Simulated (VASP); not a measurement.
A run of VASP 6.6.1 is set up as follows.

Contents of INCAR:

```
ALGO = Normal ; EDIFF = 1E-6
ENCUT = 520 ; GGA = PS
GGA_COMPAT = False ; ISIF = 2
ISMEAR = -1 ; ISYM = -1
LASPH = True ; LCHARG = False
LREAL = Auto ; LWAVE = False
NBANDS = 69 ; NELM = 120
PREC = Accurate ; SIGMA = 0.05
```

File KPOINTS:

```
explicit points
4
Reciprocal
  0.25000000   0.25000000   0.25000000 2
  0.25000000   0.25000000   0.75000000 2
  0.25000000   0.75000000   0.25000000 2
  0.25000000   0.75000000   0.75000000 2
```

Contents of POSCAR:

```
Na8NF7
1.0
    0.0000000000      4.6300000000      4.6300000000
    4.6300000000      0.0000000000      4.6300000000
    4.6300000000      4.6300000000      0.0000000000
N F Na
1 7 8
Direct
    0.7394780000      0.2525760000      0.2465360000
    0.2501720000      0.7665470000      0.7351600000
    0.2734550000      0.7270410000      0.2452190000
    0.7419330000      0.2507300000      0.7494860000
    0.2180310000      0.2692920000      0.7473510000
    0.7462180000      0.7514490000      0.2384240000
    0.2370830000      0.2508940000      0.2437570000
    0.7446690000      0.7633970000      0.7508800000
    0.0044330000      0.0288520000      0.9628100000
    0.4933090000      0.4995680000      0.5156900000
    0.0010560000      0.9863130000      0.5093900000
    0.5121290000      0.5141740000      0.9971480000
    0.0056220000      0.4976270000      0.0033160000
    0.4974670000      0.0004330000      0.4832400000
    0.5225940000      0.0211640000      0.9852420000
    0.0008720000      0.5231790000      0.5053210000
```

Potentials or basis: VASP PAW PBE potentials, release 64 (N, F, Na_pv).

The run is started by

```bash
$ cat potpaw_PBE.64/N/POTCAR potpaw_PBE.64/F/POTCAR potpaw_PBE.64/Na_pv/POTCAR > POTCAR
$ mpirun -np 1 vasp_std > vasp.out
```

Predict the band gap on the k mesh.

zero (bands 55 and 56 overlap by 0.07 eV).

What does it give for the pressure?

3.1 GPa.

What does it give for the largest force?

1.028 eV/Å.

Stress tensor (GPa, compression positive):
```
 2.21  0.24  0.03
 0.24  3.34 -0.07
 0.03 -0.07  3.69
```

Caveat: the PAW data sets were made with another functional, which shifts forces and pressure a little.
